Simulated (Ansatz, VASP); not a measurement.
One calculation of SiO2, two programs

The input INCAR:

```
ALGO     = Normal         # electronic algorithm
EDIFF    = 1E-6           # SCF threshold, eV
ENCUT    = 520            # plane-wave cutoff, eV
GGA      = CA             # functional
ISIF     = 2              # what is computed and relaxed
ISMEAR   = 0              # smearing method
LASPH    = T              # aspherical terms in the spheres
LCHARG   = T              # write CHGCAR
LELF     = T              # ELF
LREAL    = F              # projectors in reciprocal space
LVHAR    = T            
LWAVE    = F              # write WAVECAR
NBANDS   = 25             # bands
NELM     = 80             # most SCF steps
PREC     = Accurate       # precision mode
SIGMA    = 0.05           # smearing width, eV
```

KPOINTS

```
k-points
0
Gamma
  6 6 10
```

The input POSCAR:

```
SiO2
1.0
    4.4616390966      0.0000000000      0.0000000000
    0.0000000000      4.4616390966      0.0000000000
    0.0000000000      0.0000000000      2.3820691137
Si O
2 4
Direct
    0.5000000000      0.5000000000      0.5000000000
    0.0000000000      0.0000000000      0.0000000000
    0.6944252994      0.6944252994      0.0000000000
    0.1944252994      0.8055747006      0.5000000000
    0.3055747006      0.3055747006      0.0000000000
    0.8055747006      0.1944252994      0.5000000000
```

Input for Ansatz:

```yaml
crystal:
  lattice:
    - [4.4616390966, 0.0, 0.0]
    - [0.0, 4.4616390966, 0.0]
    - [0.0, 0.0, 2.3820691137]
  atoms:
    - { symbol: Si, position: [0.5, 0.5, 0.5] }
    - { symbol: Si, position: [0.0, 0.0, 0.0] }
    - { symbol: O, position: [0.6944252994, 0.6944252994, 0.0] }
    - { symbol: O, position: [0.1944252994, 0.8055747006, 0.5] }
    - { symbol: O, position: [0.3055747006, 0.3055747006, 0.0] }
    - { symbol: O, position: [0.8055747006, 0.1944252994, 0.5] }
basis:
  ecutwfc: 520.0
kpoints:
  mp_grid: { grid: [6, 6, 10] }
hamiltonian:
  xc: lda
  pseudopotentials: { kind: paw, azcp: { folder: soft_1 } }
scf:
  occupations: { method: gaussian, width: 0.05 }
output:
  forces: true
  stress: true
  eigenvalues: true
```

Alike in both runs: task single point; functional LDA; k mesh 6 × 6 × 10; occupations gaussian, width 0.05 eV; no spin polarisation.

```csv
,VASP,Ansatz
version,VASP 6.6.1,Ansatz 0.2.0
potentials or method,"VASP PAW LDA potentials, release 64 (Si, O), cutoff 520 eV","scalar-relativistic, plane waves, PAW"
valence electrons in the cell,32,32
```

|  | VASP | Ansatz | Ansatz less VASP |
| --- | --- | --- | --- |
| gap on the k mesh at the Fermi level (eV) | 5.20 | 5.22 | +0.029 |
| least direct gap on the mesh (eV) | 5.20 | 5.22 | +0.029 |
| pressure (GPa) | 6.2 | 5.1 | -1.17 |
| traceless stress, the component that is largest in VASP (GPa) | 68.13 | 67.00 | -1.127 |
| rms of the force components (eV/Å) | 0.694 | 0.745 | +0.0509 |

Ansatz warns that its potentials were made for another functional, while VASP's fit it. LDA's correlation is that of Perdew and Zunger in VASP and of Perdew and Wang (1992) in Ansatz. Atom by atom the forces differ by 0.051 eV/Å (rms over components).
